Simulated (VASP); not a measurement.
# BaTe (Fm-3m) in VASP: further runs

The runs below take BaTe through relaxation of cell and atoms, with PBEsol.

All numbers are computed with VASP 6.6.1; they aren't measurements. Logs are shortened: lines on timing, memory, paths and dates and some standing lists are left out, and cuts for length are marked.

## Step 1: The cell of the first run

It takes space group Fm-3m (No. 225, cubic). The conventional cell has a = 6.820 Å, b = 6.820 Å, c = 6.820 Å, α = 90.00°, β = 90.00°, γ = 90.00°. Within 4.5 Å of Ba (site symmetry m-3m) lie 6 Te at 3.41 Å. Te (site symmetry m-3m) has 6 Ba at 3.41 Å within 4.5 Å.

## Step 2: Relaxation of cell and atoms, PBEsol, target pressure 20 GPa, at which the enthalpy is minimised

INCAR

```
SYSTEM = BaTe
  PREC = Accurate
  ENCUT = 600
  EDIFF = 1E-6
  ISMEAR = -1
  SIGMA = 0.05
  LREAL = .False.
  LASPH = .True.
  NELM = 80
  ALGO = Normal
  ISIF = 3
  LWAVE = .False.
  LCHARG = .False.
  GGA = PS
  IBRION = 2
  NSW = 80
  EDIFFG = -0.005
  PSTRESS = 200.0
```

KPOINTS

```
Automatic mesh
0
Gamma
  7 7 7
  0 0 0
```

POSCAR

```
BaTe
1.0
    0.0000000000      3.4100000000      3.4100000000
    3.4100000000      0.0000000000      3.4100000000
    3.4100000000      3.4100000000      0.0000000000
Ba Te
1 1
Direct
    0.0000000000      0.0000000000      0.0000000000
    0.5000000000      0.5000000000      0.5000000000
```

Potentials or basis: VASP PAW PBE potentials, release 64 (Ba_sv, Te).

Launch:

```bash
cat potpaw_PBE.64/Ba_sv/POTCAR potpaw_PBE.64/Te/POTCAR > POTCAR
mpirun -np 1 vasp_std > vasp.out
```

OUTCAR:

```text
SYSTEM = BaTe
   PREC = Accurate
   ENCUT = 600
   EDIFF = 1E-6
   ISMEAR = -1
   LREAL = .False.
   LASPH = .True.
   NELM = 80
   ISIF = 3
   GGA = PS
   IBRION = 2
   NSW = 80
   EDIFFG = -0.005
   PSTRESS = 200.0

 ion  position               nearest neighbor table
   1  0.000  0.000  0.000-   2 3.41   2 3.41   2 3.41   2 3.41   2 3.41   2 3.41
   2  0.500  0.500  0.500-   1 3.41   1 3.41   1 3.41   1 3.41   1 3.41   1 3.41

  LATTYP: Found a face centered cubic cell.
 ALAT       =     6.8200000000

  Lattice vectors:

 A1 = (   0.0000000000,   3.4100000000,   3.4100000000)
 A2 = (   3.4100000000,   0.0000000000,   3.4100000000)
 A3 = (   3.4100000000,   3.4100000000,   0.0000000000)

Analysis of symmetry for initial positions (statically):
=====================================================================
 Subroutine PRICEL returns:
 Original cell was already a primitive cell.

 Routine SETGRP: Setting up the symmetry group for a
 face centered cubic supercell.

 Subroutine GETGRP returns: Found 48 space group operations
 (whereof 48 operations were pure point group operations)
 out of a pool of 48 trial point group operations.

The static configuration has the point symmetry O_h .

Analysis of symmetry for dynamics (positions and initial velocities):
=====================================================================
 Subroutine PRICEL returns:
 Original cell was already a primitive cell.

 Routine SETGRP: Setting up the symmetry group for a
 face centered cubic supercell.

 Subroutine GETGRP returns: Found 48 space group operations
 (whereof 48 operations were pure point group operations)
 out of a pool of 48 trial point group operations.

The dynamic configuration has the point symmetry O_h .

 Subroutine INISYM returns: Found 48 space group operations
 (whereof 48 operations are pure point group operations),
 and found     1 'primitive' translations

----------------------------------------------------------------------------------------

                                     Primitive cell

  volume of cell :      79.3036

  direct lattice vectors                    reciprocal lattice vectors
     0.000000000  3.410000000  3.410000000    -0.146627566  0.146627566  0.146627566
     3.410000000  0.000000000  3.410000000     0.146627566 -0.146627566  0.146627566
     3.410000000  3.410000000  0.000000000     0.146627566  0.146627566 -0.146627566

  length of vectors
     4.822468248  4.822468248  4.822468248     0.253966394  0.253966394  0.253966394

  position of ions in fractional coordinates (direct lattice)
     0.000000000  0.000000000  0.000000000
     0.500000000  0.500000000  0.500000000

  ion indices of the primitive-cell ions
   primitive index   ion index
                 1           1
                 2           2

----------------------------------------------------------------------------------------

 KPOINTS: Automatic mesh

Automatic generation of k-mesh.
 Grid dimensions read from file:
 generate k-points for:    7    7    7

 Generating k-lattice:

  Cartesian coordinates                     Fractional coordinates (reciprocal lattice)
    -0.020946795  0.020946795  0.020946795     0.142857143  0.000000000  0.000000000
     0.020946795 -0.020946795  0.020946795     0.000000000  0.142857143  0.000000000
     0.020946795  0.020946795 -0.020946795     0.000000000  0.000000000  0.142857143

  Length of vectors
     0.036280913  0.036280913  0.036280913

  Shift w.r.t. Gamma in fractional coordinates (k-lattice)
     0.000000000  0.000000000  0.000000000

 Subroutine IBZKPT returns following result:
 ===========================================

 Found     20 irreducible k-points:

 Following reciprocal coordinates:
            Coordinates               Weight
  0.000000  0.000000  0.000000      1.000000
  0.142857  0.000000  0.000000      8.000000
  0.285714  0.000000  0.000000      8.000000
  0.428571  0.000000  0.000000      8.000000
  0.142857  0.142857  0.000000      6.000000
  0.285714  0.142857  0.000000     24.000000
[... 12 lines left out ...]
 -0.428571  0.428571  0.142857     24.000000
 -0.285714  0.428571  0.142857     24.000000
   k-points           NKPTS =     20   k-points in BZ     NKDIM =     20   number of bands    NBANDS=     12
   number of dos      NEDOS =    301   number of ions     NIONS =      2
   total plane-waves  NPLWV =  64000
   dimension x,y,z NGX =    40 NGY =   40 NGZ =   40
   dimension x,y,z NGXF=    80 NGYF=   80 NGZF=   80
   ions per type =               1   1
   NGX,Y,Z   is equivalent  to a cutoff of  13.79, 13.79, 13.79 a.u.
   NGXF,Y,Z  is equivalent  to a cutoff of  27.58, 27.58, 27.58 a.u.
 SYSTEM =  BaTe
   PREC   = accura    normal or accurate (medium, high low for compatibility)
   ISTART =      0    job   : 0-new  1-cont  2-samecut
   ICHARG =      2    charge: 1-file 2-atom 10-const
   ISPIN  =      1    spin polarized calculation?
   LNONCOLLINEAR =      F non collinear calculations
   LSORBIT =      F    spin-orbit coupling
   LASPH  =      T    aspherical Exc in radial PAW
   ENCUT  =  600.0 eV  44.10 Ry    6.64 a.u.   9.63  9.63  9.63*2*pi/ulx,y,z
   NELM   =     80;   NELMIN=  2; NELMDL= -5     # of ELM steps
   EDIFF  = 0.1E-05   stopping-criterion for ELM
   LREAL  =      F    real-space projection
   EDIFFG = -.5E-02   stopping-criterion for IOM
   NSW    =     80    number of steps for IOM
   IBRION =      2    ionic relax: 0-MD 1-quasi-New 2-CG
   NFREE  =      1    steps in history (QN), initial steepest desc. (CG)
   ISIF   =      3    stress and relaxation
   ISYM   =      2    0-nonsym 1-usesym 2-fastsym
   POTIM  = 0.5000    time-step for ionic-motion
   TEBEG  =    0.0;   TEEND  =   0.0 temperature during run
   PSTRESS=  200.0 pullay stress
   NELECT =      16.0000    total number of electrons
   NUPDOWN=      -1.0000    fix difference up-down
   EMIN   =  10.00;   EMAX   =-10.00  energy-range for DOS
   EFERMI =   0.00;   METHOD = LEGACY
   ISMEAR =    -1;   SIGMA  =   0.05  broadening in eV -4-tet -1-fermi 0-gaus
   EFERMI_NEDOS =   21; number of points for ismear=-14 and -15
   IALGO  =     38    algorithm
   IMIX   =      4    mixing-type and parameters
     AMIX     =   0.40;   BMIX     =  1.00
     AMIX_MAG =   1.60;   BMIX_MAG =  1.00
  volume/ion in A,a.u.               =      39.65       267.58
  Fermi-wavevector in a.u.,A,eV,Ry     =   0.960175  1.814468 12.543704  0.921936
  Thomas-Fermi vector in A             =   2.089436
   LORBIT       =      0    0 simple, 1 ext, 2 COOP (PROOUT), +10 PAW based schemes
   GGA     = PS    functional components
   LHFCALC =     F    Hartree Fock is set to
   AEXX    =    0.0000 exact exchange contribution
   IVDW    =     0    specifies the selected vdW correction
   LEPSILON=     F    determine dielectric tensor
   LRPA    =     F    only Hartree local field effects (RPA)
 conjugate gradient relaxation of ions
 non-spin polarized calculation
  energy-cutoff  :      600.00
  volume of cell :       79.30
 maximum number of plane-waves:      2685
   NGX = 19   NGY = 19   NGZ = 19

--------------------------------------- Ionic step        1  -------------------------------------------

 number of electron      16.0000000 magnetization

 Free energy of the ion-electron system (eV)
  ---------------------------------------------------
  ext. energy  EPLUGINS =         0.00000000
  ---------------------------------------------------
  free energy    TOTEN  =        -9.15465567 eV

  energy without entropy =       -9.15465558  energy(sigma->0) =       -9.15465563

 E-fermi :   3.2999     XC(G=0):  -8.7285

 val. band max:        2.6698324543   @ k =   0.0000   0.0000   0.0000
 cond. band min:       3.9594162963   @ k =   0.4286   0.4286   0.0000
 fundamental gap:      1.2895838420
 Fermi energy:         3.2999375804

 k-point     1 :       0.0000    0.0000    0.0000
  band No.  band energies     occupation
      1     -24.1233      2.00000
      2      -9.2832      2.00000
      3      -9.2832      2.00000
      4      -9.2832      2.00000
      5      -7.0947      2.00000
      6       2.6698      1.99999
      7       2.6698      1.99999
      8       2.6698      1.99999
      9       5.4685      0.00000
     10       5.4685      0.00000
     11       5.4685      0.00000
     12       5.7366      0.00000

 k-point     2 :       0.1429    0.0000    0.0000
  band No.  band energies     occupation
      1     -24.1194      2.00000
      2      -9.4324      2.00000
      3      -9.2859      2.00000
      4      -9.2859      2.00000
      5      -6.8812      2.00000
      6       1.9506      2.00000
      7       2.3144      2.00000
      8       2.3144      2.00000
      9       5.5219      0.00000
     10       5.7472      0.00000
     11       5.7472      0.00000
     12       6.6318      0.00000
[... 702 lines left out ...]
 VOLUME and BASIS-vectors are now :
 -----------------------------------------------------------------------------
  energy-cutoff  :      600.00
  volume of cell :       62.35
      direct lattice vectors                 reciprocal lattice vectors
    -0.000000000  3.147345708  3.147345708    -0.158864023  0.158864023  0.158864023
     3.147345708 -0.000000000  3.147345708     0.158864023 -0.158864023  0.158864023
     3.147345708  3.147345708 -0.000000000     0.158864023  0.158864023 -0.158864023

 POSITION                                       TOTAL-FORCE (eV/Angst)
 -----------------------------------------------------------------------------------
      6.29469      3.14735      3.14735         0.000000      0.000000     -0.000000
      3.14735      3.14735      3.14735        -0.000000     -0.000000      0.000000
 -----------------------------------------------------------------------------------
    total drift:                                0.000000     -0.000000     -0.000000

  FREE ENERGIE OF THE ION-ELECTRON SYSTEM (eV)
  ---------------------------------------------------
  free  energy   TOTEN  =        -8.1910248245 eV

  energy  without entropy=       -8.1908937749  energy(sigma->0) =       -8.19095930

  enthalpy is  TOTEN    =        -0.4073845651 eV   P V=        7.7836402594

--------------------------------------- Ionic step        5  -------------------------------------------

 number of electron      16.0000000 magnetization

 Free energy of the ion-electron system (eV)
  ---------------------------------------------------
  ext. energy  EPLUGINS =         0.00000000
  ---------------------------------------------------
  free energy    TOTEN  =        -8.11155499 eV

  energy without entropy =       -8.11136698  energy(sigma->0) =       -8.11146098

 E-fermi :   4.8974     XC(G=0):  -9.8079

 val. band max:        4.7011479819   @ k =   0.0000   0.0000   0.0000
 cond. band min:       5.1270548427   @ k =   0.4286   0.4286   0.0000
 fundamental gap:      0.4259068608
 Fermi energy:         4.8974089243

 k-point     1 :       0.0000    0.0000    0.0000
  band No.  band energies     occupation
      1     -21.7210      2.00000
      2      -6.9299      2.00000
      3      -6.9299      2.00000
      4      -6.9299      2.00000
      5      -5.7831      2.00000
      6       4.7011      1.96129
      7       4.7011      1.96129
      8       4.7011      1.96129
      9       7.0770      0.00000
     10       7.0770      0.00000
     11       7.0770      0.00000
     12       8.1620      0.00000

 k-point     2 :       0.1429    0.0000    0.0000
  band No.  band energies     occupation
      1     -21.7061      2.00000
      2      -7.4626      2.00000
      3      -6.9330      2.00000
      4      -6.9330      2.00000
      5      -5.1560      2.00000
      6       3.7509      2.00000
      7       4.0906      2.00000
      8       4.0906      2.00000
      9       7.2561      0.00000
     10       7.4458      0.00000
     11       7.4458      0.00000
     12       9.1579      0.00000
[... 281 lines left out ...]
 VOLUME and BASIS-vectors are now :
 -----------------------------------------------------------------------------
  energy-cutoff  :      600.00
  volume of cell :       61.70
      direct lattice vectors                 reciprocal lattice vectors
    -0.000000000  3.136298683  3.136298683    -0.159423591  0.159423591  0.159423591
     3.136298683 -0.000000000  3.136298683     0.159423591 -0.159423591  0.159423591
     3.136298683  3.136298683 -0.000000000     0.159423591  0.159423591 -0.159423591

 POSITION                                       TOTAL-FORCE (eV/Angst)
 -----------------------------------------------------------------------------------
     -0.00000      0.00000      0.00000        -0.000000     -0.000000     -0.000000
      3.13630      3.13630      3.13630         0.000000      0.000000      0.000000
 -----------------------------------------------------------------------------------
    total drift:                                0.000000     -0.000000     -0.000000

  FREE ENERGIE OF THE ION-ELECTRON SYSTEM (eV)
  ---------------------------------------------------
  free  energy   TOTEN  =        -8.1115549906 eV

  energy  without entropy=       -8.1113669789  energy(sigma->0) =       -8.11146098

  enthalpy is  TOTEN    =        -0.4095879481 eV   P V=        7.7019670424

 reached required accuracy - stopping structural energy minimisation
```

Run time: 2.5 min. Hardware: 1 thread of Intel Xeon 8259CL, shared host; peak memory 0.26 GiB.

What came out:

| Property | Result |
| --- | --- |
| Free energy | -8.1116 eV |
| Relaxed volume | 30.85 Å³/atom |
| Relaxed cell | a = 4.435 Å, b = 4.435 Å, c = 4.435 Å, α = 60.00°, β = 60.00°, γ = 60.00° |
| Space group after relaxing (to 0.1 Å) | Fm-3m (No. 225) |
| Energy change on relaxing (the run minimises the enthalpy) | +521.6 meV/atom |
| Ionic steps | 5 |
| Pressure after relaxing | 20.0 GPa |
| Band gap on the k mesh | 0.43 eV (least direct gap 0.72 eV) |

The path:
| step | energy change (eV) | largest force (eV/Å) | pressure (GPa) | volume (Å³) |
| --- | --- | --- | --- | --- |
| 1 | 0.0000 | 0.0000 | 2.38 | 79.30 |
| 2 | 8.8582 | 0.0000 | 116.41 | 39.04 |
| 3 | 0.7679 | 0.0000 | 16.15 | 64.15 |
| 4 | 0.9636 | 0.0000 | 18.92 | 62.35 |
| 5 | 1.0431 | 0.0000 | 20.02 | 61.70 |

Final structure:
```
CELL_PARAMETERS angstrom
0.00000 3.13630 3.13630
3.13630 0.00000 3.13630
3.13630 3.13630 0.00000
ATOMIC_POSITIONS crystal
Ba 0.00000 0.00000 0.00000
Te 0.50000 0.50000 0.50000
```

Levels at points of the mesh, in eV from the valence-band top:
| k point | band 4 | band 5 | band 6 | band 7 | band 8 | band 9 | band 10 | band 11 | band 12 |
| --- | --- | --- | --- | --- | --- | --- | --- | --- | --- |
| (0.00, 0.00, 0.00) | -11.63 | -10.48 | 0.00 | 0.00 | 0.00 | 2.38 | 2.38 | 2.38 | 3.46 |

Caveat: the cell is relaxed towards a set pressure, so the run minimises the enthalpy, not the energy; the volume moved by over 15 % at a fixed basis, so the end points are rough; semilocal functionals underestimate gaps, and a narrow one can read as zero; the PAW data sets were made with another functional, which shifts forces and pressure a little; spin-orbit coupling is left out, which moves the levels of the heavy elements; an odd mesh through Γ misses points on the zone boundary, where band edges can lie.

(Part 1 of 2 ends here.)
